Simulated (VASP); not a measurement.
Write the native input for VASP 6.6.1 that does the following.

```yaml
Task: single point
Functional: PBEsol
Potentials_or_basis: VASP PAW PBE potentials, release 64 (W_sv, S)
Cutoff: 520 eV
k_mesh: 10 × 10 × 10
Occupations: fermi-dirac, width 0.05 eV
Spin: no spin polarisation
Dipole_correction: no
Further_INCAR_settings: ALGO = Normal; EDIFF = 1e-06; NBANDS = 20
```

The structure of WS2 (Tungstenite) lies in POSCAR:

```
WS2
1.0
    1.5467664657      0.8930260354      6.0375157167
   -1.5467664657      0.8930260354      6.0375157167
    0.0000000000     -1.7860520706      6.0375157167
W S
1 2
Direct
    0.0000000000      0.0000000000      0.0000000000
    0.5810000000      0.5810000000      0.5810000000
    0.7503000000      0.7503000000      0.7503000000
```

This cell differs from its parent crystal: volume scaled by 0.94.

These files were run (other wordings do the same):

INCAR

```
SYSTEM = WS2
PREC = Accurate ; ENCUT = 520
EDIFF = 1E-6 ; ISMEAR = -1
SIGMA = 0.05 ; LREAL = .False.
LASPH = .True. ; NELM = 80
ALGO = Normal ; ISIF = 2
LWAVE = .False. ; LCHARG = .False.
GGA = PS ; NBANDS = 20
```

KPOINTS

```
regular mesh
0
Gamma
  10 10 10
  0 0 0
```

Potentials or basis: VASP PAW PBE potentials, release 64 (W_sv, S).

Command:

```sh
$ cat potpaw_PBE.64/W_sv/POTCAR potpaw_PBE.64/S/POTCAR > POTCAR
$ mpirun -np 1 vasp_std > vasp.out
```

Results of the run:

| Property | Result |
| --- | --- |
| Pressure | 11.4 GPa |
| Largest force | 1.499 eV/Å |
| Band gap on the k mesh | 0.96 eV, indirect (least direct gap 2.39 eV) |

Caveat: the PAW data sets were made with another functional, which shifts forces and pressure a little; spin-orbit coupling is left out, which moves the levels of the heavy elements.

Wall time 3.9 min on 1 thread of Intel(R) Xeon(R) Platinum 8259CL CPU @ 2.50GHz (Skylake/Cascade Lake), on a shared host, peak memory 0.37 GiB.
